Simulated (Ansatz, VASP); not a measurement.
# Tl3BiO4 in VASP and in Ansatz

File INCAR:

```
PREC = Accurate
ENCUT = 600
EDIFF = 1E-6
ISMEAR = 0
SIGMA = 0.1
LREAL = False
LASPH = True
NELM = 60
ALGO = Normal
ISIF = 3
LWAVE = False
LCHARG = False
GGA = PE
IBRION = 2
NSW = 100
EDIFFG = -0.01
```

The input KPOINTS:

```
regular mesh
0
Gamma
  8 8 8
```

The input POSCAR:

```
Tl3BiO4
1.0
    5.1231479600      0.0000000000      0.0000000000
    0.0000000000      5.1231479600      0.0000000000
    0.0000000000      0.0000000000      5.1231479600
Tl Bi O
3 1 4
Direct
    0.5000000000      0.5000000000      0.0000000000
    0.5000000000      0.0000000000      0.5000000000
    0.0000000000      0.5000000000      0.5000000000
    0.0000000000      0.0000000000      0.0000000000
    0.5000000000      0.5000000000      0.5000000000
    0.0000000000      0.0000000000      0.5000000000
    0.0000000000      0.5000000000      0.0000000000
    0.5000000000      0.0000000000      0.0000000000
```

Input for Ansatz:

```yaml
crystal:
  lattice:
    - [5.12314796, 0.0, 0.0]
    - [0.0, 5.12314796, 0.0]
    - [0.0, 0.0, 5.12314796]
  atoms:
    - { symbol: Tl, position: [0.5, 0.5, 0.0] }
    - { symbol: Tl, position: [0.5, 0.0, 0.5] }
    - { symbol: Tl, position: [0.0, 0.5, 0.5] }
    - { symbol: Bi, position: [0.0, 0.0, 0.0] }
    - { symbol: O, position: [0.5, 0.5, 0.5] }
    - { symbol: O, position: [0.0, 0.0, 0.5] }
    - { symbol: O, position: [0.0, 0.5, 0.0] }
    - { symbol: O, position: [0.5, 0.0, 0.0] }
basis:
  ecutwfc: 420
kpoints:
  mp_grid: { grid: [8, 8, 8] }
hamiltonian:
  xc: pbe
scf:
  occupations: { method: gaussian, width: 0.1 }
output:
  forces: true
  stress: true
  eigenvalues: true
relax:
  adjacent_minimum: "off"
  f_tol: 0.01
  max_steps: 80
  cell: { stress_tol: 0.05 }
```

Alike in both runs: task relaxation of cell and atoms; functional PBE; k mesh 8 × 8 × 8; occupations gaussian, width 0.1 eV; no spin polarisation.

|  | VASP | Ansatz |
| --- | --- | --- |
| version | VASP 6.6.1 | Ansatz 0.2.0 |
| potentials or method | VASP PAW PBE potentials, release 64 (Tl_d, Bi_d, O), cutoff 600 eV | scalar-relativistic, plane waves, PAW |
| valence electrons in the cell | 78 | 78 |

```tsv
	VASP	Ansatz	Ansatz less VASP
gap on the k mesh at the Fermi level, each at its own relaxed structure (eV)	none	none	-
relaxed volume (Å³/atom)	17.31	17.32	+0.010
relaxed cell length with the largest relative difference (Å)	5.173	5.174	+0.0010
```

A gap of «none» marks a metal or a gap that the smearing closes.

Neither program's run includes spin-orbit coupling.
